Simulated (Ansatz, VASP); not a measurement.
This is a calculation of ZnO for VASP 6.6.1.

The input INCAR:

```
ALGO = Normal
EDIFF = 1E-7
ENCUT = 520
GGA = PE
ISIF = 2
ISMEAR = 0
LASPH = True
LCHARG = False
LREAL = False
LWAVE = False
NBANDS = 26
NELM = 100
PREC = Accurate
SIGMA = 0.024
```

Contents of KPOINTS:

```
k-points
0
Gamma
  9 9 5
```

Contents of POSCAR:

```
ZnO
1.0
    3.2493080000      0.0000000000      0.0000000000
   -1.6246540000      2.8139832727      0.0000000000
    0.0000000000      0.0000000000      5.2057090000
Zn O
2 2
Direct
    0.6666666667      0.3333333333      0.0000000000
    0.3333333333      0.6666666667      0.5000000000
    0.3333333333      0.6666666667      0.8790100000
    0.6666666667      0.3333333333      0.3790100000
```

Potentials or basis: VASP PAW PBE potentials, release 64 (Zn, O).

Launch:

```bash
$ cat potpaw_PBE.64/Zn/POTCAR potpaw_PBE.64/O/POTCAR > POTCAR
$ mpirun -np 1 vasp_std > vasp.out
```

Problem. Set up the same calculation for Ansatz 0.2.0. Potentials there: Ansatz PAW.

Solution. As run (the cutoff follows the program's own potentials):

The input input.yaml:

```yaml
crystal:
  lattice:
    - [3.249308, 0.0, 0.0]
    - [-1.624654, 2.8139832727, 0.0]
    - [0.0, 0.0, 5.205709]
  atoms:
    - { symbol: Zn, position: [0.6666666667, 0.3333333333, 0.0] }
    - { symbol: Zn, position: [0.3333333333, 0.6666666667, 0.5] }
    - { symbol: O, position: [0.3333333333, 0.6666666667, 0.87901] }
    - { symbol: O, position: [0.6666666667, 0.3333333333, 0.37901] }
hamiltonian:
  xc: pbe
  pseudopotentials: { kind: paw }
kpoints:
  mp_grid: { grid: [9, 9, 5] }
scf:
  occupations: { method: gaussian, width: 0.024 }
output:
  forces: true
  stress: true
  eigenvalues: true
```

Potentials or basis: Ansatz PAW.

Launch:

```sh
$ ansatz run input.yaml --threads 2 --pin off --max-ram 5632MiB --backend cpu --events-out ev --progress --plain --runs-dir out
```

Both were run:

|  | VASP | Ansatz | Ansatz less VASP |
| --- | --- | --- | --- |
| gap on the k mesh at the Fermi level (eV) | 0.79 | 0.80 | +0.015 |
| least direct gap on the mesh (eV) | 0.79 | 0.80 | +0.015 |
| pressure (GPa) | 6.0 | 4.9 | -1.07 |
| traceless stress, the component that is largest in VASP (GPa) | 1.17 | 1.14 | -0.039 |
| rms of the force components (eV/Å) | 0.043 | 0.040 | -0.0024 |

Atom by atom the forces differ by 0.002 eV/Å (rms over components). The functional is the same, so the differences come from potentials, cutoffs and numerics.

Noted on Ansatz's run: odd divisions of the mesh miss points on the zone boundary, where band edges often lie, so the gap on the mesh can be too wide.
